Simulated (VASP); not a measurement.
# InAs (F-43m) in VASP: a series of runs, part 2 of 2

VASP 6.6.1. Earlier steps stand in the parts before.

## Step 4: Elastic constants, PBEsol

INCAR

```
SYSTEM = InAs
ALGO     = Normal         ! electronic algorithm
EDIFF    = 1E-8           ! SCF threshold, eV
ENCUT    = 600            ! plane-wave cutoff, eV
GGA      = PS             ! functional
IBRION   = 6              ! ionic algorithm
ISIF     = 3              ! what is computed and relaxed
ISMEAR   = -1             ! smearing method
LASPH    = .True.         ! aspherical terms in the spheres
LCHARG   = .False.        ! write CHGCAR
LREAL    = .False.        ! projectors in reciprocal space
LWAVE    = .False.        ! write WAVECAR
NBANDS   = 16             ! bands
NELM     = 60             ! most SCF steps
NFREE    = 2            
NSW      = 1              ! ionic steps
POTIM    = 0.015          ! step
PREC     = Accurate       ! precision mode
SIGMA    = 0.05           ! smearing width, eV
```

KPOINTS

```
k-points
0
Gamma
  6 6 6
  0 0 0
```

POSCAR

```
InAs
1.0
    0.0000000000      3.0180000000      3.0180000000
    3.0180000000      0.0000000000      3.0180000000
    3.0180000000      3.0180000000      0.0000000000
In As
1 1
Direct
    0.0000000000      0.0000000000      0.0000000000
    0.7500000000      0.7500000000      0.7500000000
```

Potentials or basis: VASP PAW PBE potentials, release 64 (In_d, As).

The run is started by

```console
cat potpaw_PBE.64/In_d/POTCAR potpaw_PBE.64/As/POTCAR > POTCAR
mpirun -np 1 vasp_std > vasp.out
```

OUTCAR:

```text
SYSTEM = InAs
   EDIFF = 1E-8
   ENCUT = 600
   GGA = PS
   IBRION = 6
   ISIF = 3
   ISMEAR = -1
   LASPH = .True.
   LREAL = .False.
   NELM = 60
   NFREE = 2
   NSW = 1
   POTIM = 0.015
   PREC = Accurate

 ion  position               nearest neighbor table
   1  0.000  0.000  0.000-   2 2.61   2 2.61   2 2.61   2 2.61
   2  0.750  0.750  0.750-   1 2.61   1 2.61   1 2.61   1 2.61

  LATTYP: Found a face centered cubic cell.
 ALAT       =     6.0360000000

  Lattice vectors:

 A1 = (   0.0000000000,   3.0180000000,   3.0180000000)
 A2 = (   3.0180000000,   0.0000000000,   3.0180000000)
[... 871 lines left out ...]
          X           Y           Z          XY          YZ          ZX
  --------------------------------------------------------------------------------
  x     0.00000    -0.00000    -0.00000     0.00000    -8.67521     0.00000
  y    -0.00000    -0.00000    -0.00000     0.00000     0.00000    -8.67521
  z    -0.00000    -0.00000     0.00000    -8.67521     0.00000     0.00000

 INTERNAL STRAIN TENSOR FOR ION    2 for displacements in x,y,z  (eV/Angst):
          X           Y           Z          XY          YZ          ZX
  --------------------------------------------------------------------------------
  x     0.00000     0.00000     0.00000     0.00000     8.67068     0.00000
  y     0.00000     0.00000     0.00000     0.00000     0.00000     8.67068
  z     0.00000     0.00000     0.00000     8.67068     0.00000     0.00000

 Eigenvectors and eigenvalues of the dynamical matrix
 ----------------------------------------------------

   1 f  =    6.403120 THz    40.231990 2PiTHz  213.585093 cm-1    26.481165 meV
             X         Y         Z           dx          dy          dz
      0.000000  0.000000  0.000000     0.000000    0.628744    0.000000
      4.527000  4.527000  4.527000     0.000000   -0.777612    0.000000
[... 21 lines left out ...]
   6 f/i=    0.002990 THz     0.018789 2PiTHz    0.099746 cm-1     0.012367 meV
             X         Y         Z           dx          dy          dz
      0.000000  0.000000  0.000000     0.000000    0.000000    0.777612
      4.527000  4.527000  4.527000     0.000000    0.000000    0.628744

--------------------------------------------------------------------------------------------------------

 ELASTIC MODULI CONTR FROM IONIC RELAXATION (kBar)
 Direction    XX          YY          ZZ          XY          YZ          ZX
 --------------------------------------------------------------------------------
 XX          -0.0000      0.0000      0.0000     -0.0000      0.0000     -0.0000
 YY           0.0000     -0.0000     -0.0000     -0.0000     -0.0000     -0.0000
 ZZ           0.0000     -0.0000     -0.0000      0.0000     -0.0000     -0.0000
 XY          -0.0000     -0.0000      0.0000   -288.1533      0.0000      0.0000
 YZ           0.0000     -0.0000     -0.0000      0.0000   -288.1533     -0.0000
 ZX          -0.0000     -0.0000     -0.0000      0.0000     -0.0000   -288.1533
 --------------------------------------------------------------------------------

 TOTAL ELASTIC MODULI (kBar)
 Direction    XX          YY          ZZ          XY          YZ          ZX
 --------------------------------------------------------------------------------
 XX         833.0295    513.5714    513.5714     -0.0000      0.0000     -0.0000
 YY         513.5714    833.0295    513.5714     -0.0000     -0.0000     -0.0000
 ZZ         513.5714    513.5714    833.0295     -0.0000     -0.0000     -0.0000
 XY          -0.0000     -0.0000     -0.0000    331.6202      0.0000      0.0000
 YZ           0.0000     -0.0000     -0.0000      0.0000    331.6202     -0.0000
 ZX          -0.0000     -0.0000     -0.0000      0.0000     -0.0000    331.6202
 --------------------------------------------------------------------------------
```

Wall time 10 min (1 thread of Intel Xeon 6975P-C, shared host); peak memory 0.3 GiB.

What came out:

```
Elastic constants C11, C12, C44                         : 83, 51, 33 GPa
Voigt bulk modulus                                      : 62 GPa
Highest phonon frequency at Γ, LO-TO splitting left out : 214 cm⁻¹
```

Phonon frequencies in cm⁻¹ (negative: imaginary):
| q point | frequencies |
| --- | --- |
| (0.000, 0.000, 0.000) | 0 0 0 214 214 214 |

Elastic tensor in Voigt notation (GPa, in the Cartesian axes of the cell as first typed):
```
83 51 51  0  0  0
51 83 51  0  0  0
51 51 83  0  0  0
 0  0  0 33  0  0
 0  0  0  0 33  0
 0  0  0  0  0 33
```

Clamped-ion elastic tensor (GPa):
```
83 51 51  0  0  0
51 83 51  0  0  0
51 51 83  0  0  0
 0  0  0 62  0  0
 0  0  0  0 62  0
 0  0  0  0  0 62
```

Caveat: the cell is under stress, which shifts elastic constants; the PAW data sets were made with another functional, which shifts forces and pressure a little; spin-orbit coupling is left out, which moves the levels of the heavy elements.

## Step 5: Vibrations by perturbation theory, PBE

INCAR

```
SYSTEM = InAs
ALGO = Normal
EDIFF = 1E-8
ENCUT = 520
GGA = PE
IBRION = 8
ISIF = 2
ISMEAR = -1
LASPH = .True.
LCHARG = .False.
LREAL = .False.
LWAVE = .False.
NBANDS = 16
NELM = 60
NSW = 1
PREC = Accurate
SIGMA = 0.05
```

KPOINTS is that of step 4.

POSCAR is that of step 4.

Potentials or basis: VASP PAW PBE potentials, release 64 (In_d, As).

The run is started by

```console
cat potpaw_PBE.64/In_d/POTCAR potpaw_PBE.64/As/POTCAR > POTCAR
mpirun -np 1 vasp_std > vasp.out
```

OUTCAR:

```text
SYSTEM = InAs
   EDIFF = 1E-8
   ENCUT = 520
   GGA = PE
   IBRION = 8
   ISIF = 2
   ISMEAR = -1
   LASPH = .True.
   LREAL = .False.
   NELM = 60
   NSW = 1
   PREC = Accurate

 ion  position               nearest neighbor table
   1  0.000  0.000  0.000-   2 2.61   2 2.61   2 2.61   2 2.61
   2  0.750  0.750  0.750-   1 2.61   1 2.61   1 2.61   1 2.61

  LATTYP: Found a face centered cubic cell.
 ALAT       =     6.0360000000

  Lattice vectors:

 A1 = (   0.0000000000,   3.0180000000,   3.0180000000)
 A2 = (   3.0180000000,   0.0000000000,   3.0180000000)
 A3 = (   3.0180000000,   3.0180000000,   0.0000000000)

Analysis of symmetry for initial positions (statically):
=====================================================================
 Subroutine PRICEL returns:
 Original cell was already a primitive cell.

 Routine SETGRP: Setting up the symmetry group for a
 face centered cubic supercell.

 Subroutine GETGRP returns: Found 24 space group operations
 (whereof 24 operations were pure point group operations)
 out of a pool of 48 trial point group operations.

The static configuration has the point symmetry T_d .

Analysis of symmetry for dynamics (positions and initial velocities):
=====================================================================
 Subroutine PRICEL returns:
 Original cell was already a primitive cell.

 Routine SETGRP: Setting up the symmetry group for a
 face centered cubic supercell.

 Subroutine GETGRP returns: Found 24 space group operations
 (whereof 24 operations were pure point group operations)
 out of a pool of 48 trial point group operations.

The dynamic configuration has the point symmetry T_d .

 Subroutine INISYM returns: Found 24 space group operations
 (whereof 24 operations are pure point group operations),
 and found     1 'primitive' translations

----------------------------------------------------------------------------------------

                                     Primitive cell

  volume of cell :      54.9778

  direct lattice vectors                    reciprocal lattice vectors
     0.000000000  3.018000000  3.018000000    -0.165672631  0.165672631  0.165672631
     3.018000000  0.000000000  3.018000000     0.165672631 -0.165672631  0.165672631
     3.018000000  3.018000000  0.000000000     0.165672631  0.165672631 -0.165672631

  length of vectors
     4.268096531  4.268096531  4.268096531     0.286953414  0.286953414  0.286953414

  position of ions in fractional coordinates (direct lattice)
     0.000000000  0.000000000  0.000000000
     0.750000000  0.750000000  0.750000000

[... 113 lines left out ...]

  energy without entropy =       -7.64549144  energy(sigma->0) =       -7.64597424

 E-fermi :   4.6070     XC(G=0):  -9.1138

 val. band max:        4.5700426428   @ k =   0.0000   0.0000   0.0000
 cond. band min:       5.5358316744   @ k =   0.5000   0.0000   0.0000
 fundamental gap:      0.9657890316
 Fermi energy:         4.6069704233

 k-point     1 :       0.0000    0.0000    0.0000
  band No.  band energies     occupation
      1      -9.8397      2.00000
      2      -9.8397      2.00000
      3      -9.8397      2.00000
      4      -9.7119      2.00000
      5      -9.7119      2.00000
      6      -7.3267      2.00000
[... 283 lines left out ...]
      5      -9.6982      2.00000
      6      -5.2510      2.00000
[... 8 lines left out ...]
     15      16.2371      0.00000
     16      16.4481      0.00000

------------------------ aborting loop because EDIFF is reached ----------------------------------------

  FORCE on cell =-STRESS in cart. coord.  units (eV):
  Direction    XX          YY          ZZ          XY          YZ          ZX
  --------------------------------------------------------------------------------------
  -------------------------------------------------------------------------------------
  Total        1.5204228      1.5204228      1.5204228      0.0000000      0.0000000      0.0000000
  in kB       44.3085209     44.3085209     44.3085209      0.0000000      0.0000000      0.0000000
  external PRESSURE =      44.3085209 kB  Pullay stress =       0.0000000 kB

 VOLUME and BASIS-vectors are now :
 -----------------------------------------------------------------------------
  energy-cutoff  :      520.00
  volume of cell :       54.98
      direct lattice vectors                 reciprocal lattice vectors
     0.000000000  3.018000000  3.018000000    -0.165672631  0.165672631  0.165672631
     3.018000000  0.000000000  3.018000000     0.165672631 -0.165672631  0.165672631
     3.018000000  3.018000000  0.000000000     0.165672631  0.165672631 -0.165672631

 POSITION                                       TOTAL-FORCE (eV/Angst)
 -----------------------------------------------------------------------------------
      0.00000      0.00000      0.00000         0.000000      0.000000     -0.000000
      4.52700      4.52700      4.52700        -0.000000     -0.000000      0.000000
 -----------------------------------------------------------------------------------
    total drift:                                0.000000      0.000000      0.000000

  FREE ENERGIE OF THE ION-ELECTRON SYSTEM (eV)
  ---------------------------------------------------
  free  energy   TOTEN  =        -7.6464570350 eV

  energy  without entropy=       -7.6454914378  energy(sigma->0) =       -7.64597424

[... ionic steps 2 to 3 ...]

--------------------------------------- Ionic step        4  -------------------------------------------

------------------------ aborting loop because EDIFF is reached ----------------------------------------

[... ionic steps 5 to 6 ...]

--------------------------------------- Ionic step        7  -------------------------------------------

 Free energy of the ion-electron system (eV)
  ---------------------------------------------------
  ---------------------------------------------------
  free energy    TOTEN  =        -0.04552568 eV

  energy without entropy =       -0.04552568

------------------------ aborting loop because EDIFF is reached ----------------------------------------

 INTERNAL STRAIN TENSOR  FOR ION    2  DIRECTION 1   (eV/Angst):
 -----------------------------------------------------------------------------
    -0.01458  0.00000  0.00000
     0.00000  0.00913  9.08475
     0.00000  9.08475  0.00913

 INTERNAL STRAIN TENSOR FOR ION    2 for displacements in x,y,z  (eV/Angst):
          X           Y           Z          XY          YZ          ZX
  --------------------------------------------------------------------------------
  x    -0.00000     0.00000     0.00000     0.00000     9.08475     0.00000
  y     0.00000    -0.00000     0.00000     0.00000     0.00000     9.08475
  z     0.00000     0.00000    -0.00000     9.08475     0.00000     0.00000

 SECOND DERIVATIVES (NOT SYMMETRIZED)
 ------------------------------------
               1X          1Y          1Z          2X          2Y          2Z
  1X    -7.807170    0.000000    0.000000    7.807170    0.000000    0.000000
  1Y     0.000000   -7.807170    0.000000    0.000000    7.807170    0.000000
  1Z     0.000000    0.000000   -7.807170    0.000000    0.000000    7.807170
  2X     7.838421    0.000000    0.000000   -7.838421    0.000000    0.000000
  2Y     0.000000    7.838421    0.000000    0.000000   -7.838421    0.000000
  2Z     0.000000    0.000000    7.838421    0.000000    0.000000   -7.838421

 Eigenvectors and eigenvalues of the dynamical matrix
 ----------------------------------------------------

   1 f  =    6.495183 THz    40.810439 2PiTHz  216.655985 cm-1    26.861906 meV
             X         Y         Z           dx          dy          dz
      0.000000  0.000000  0.000000     0.594822    0.199908   -0.011482
      4.527000  4.527000  4.527000    -0.737834   -0.247971    0.014243
[... 21 lines left out ...]
   6 f/i=    0.006339 THz     0.039830 2PiTHz    0.211452 cm-1     0.026217 meV
             X         Y         Z           dx          dy          dz
      0.000000  0.000000  0.000000     0.657564   -0.175941    0.377818
      4.527000  4.527000  4.527000     0.530110   -0.141839    0.304587

--------------------------------------------------------------------------------------------------------

 ELASTIC MODULI CONTR FROM IONIC RELAXATION (kBar)
 Direction    XX          YY          ZZ          XY          YZ          ZX
 --------------------------------------------------------------------------------
 XX          -0.0000      0.0000      0.0000     -0.0000      0.0000     -0.0000
 YY           0.0000     -0.0000      0.0000     -0.0000     -0.0000      0.0000
 ZZ           0.0000      0.0000     -0.0000      0.0000     -0.0000     -0.0000
 XY          -0.0000     -0.0000      0.0000   -303.7756     -0.0000      0.0000
 YZ           0.0000     -0.0000     -0.0000     -0.0000   -303.7756      0.0000
 ZX          -0.0000      0.0000     -0.0000      0.0000      0.0000   -303.7756
 --------------------------------------------------------------------------------
```

Wall time 2.3 min (1 thread of Intel Xeon 6975P-C, shared host); peak memory 0.27 GiB.

What came out:

| Item | Value |
| --- | --- |
| Highest phonon frequency at Γ, LO-TO splitting left out | 217 cm⁻¹ |

Phonon frequencies in cm⁻¹ (negative: imaginary):
| q point | frequencies |
| --- | --- |
| (0.000, 0.000, 0.000) | 0 0 0 217 217 217 |

Caveat: the cell wasn't relaxed at this level first, which shifts response properties; spin-orbit coupling is left out, which moves the levels of the heavy elements.

## Step 6: Elastic constants, PBE

INCAR

```
SYSTEM = InAs
  PREC = Accurate
  ENCUT = 600
  EDIFF = 1E-8
  ISMEAR = -1
  SIGMA = 0.05
  LREAL = .FALSE.
  LASPH = .TRUE.
  NELM = 60
  ALGO = Normal
  ISIF = 3
  LWAVE = .FALSE.
  LCHARG = .FALSE.
  GGA = PE
  IBRION = 6
  NFREE = 2
  POTIM = 0.015
  NSW = 1
```

KPOINTS

```
Automatic mesh
0
G
  6 6 6
  0 0 0
```

POSCAR is that of step 5.

Potentials or basis: VASP PAW PBE potentials, release 64 (In_d, As).

The run is started by

```console
cat potpaw_PBE.64/In_d/POTCAR potpaw_PBE.64/As/POTCAR > POTCAR
mpirun -np 1 vasp_std > vasp.out
```

It took 12 min on 1 thread of Intel Xeon 6975P-C, shared host; peak memory 0.29 GiB.

It converged, with:

- Elastic constants C11, C12, C44: 84, 54, 32 GPa
- Voigt bulk modulus: 64 GPa
- Highest phonon frequency at Γ, LO-TO splitting left out: 217 cm⁻¹

Phonon frequencies in cm⁻¹ (negative: imaginary):
```
              q point        frequencies
(0.000, 0.000, 0.000)  0 0 0 217 217 217
```

Elastic tensor in Voigt notation (GPa, in the Cartesian axes of the cell as first typed):
```
84 54 54  0  0  0
54 84 54  0  0  0
54 54 84  0  0  0
 0  0  0 32  0  0
 0  0  0  0 32  0
 0  0  0  0  0 32
```

Clamped-ion elastic tensor (GPa):
```
84 54 54  0  0  0
54 84 54  0  0  0
54 54 84  0  0  0
 0  0  0 64  0  0
 0  0  0  0 64  0
 0  0  0  0  0 64
```

Caveat: the cell is under stress, which shifts elastic constants; spin-orbit coupling is left out, which moves the levels of the heavy elements.
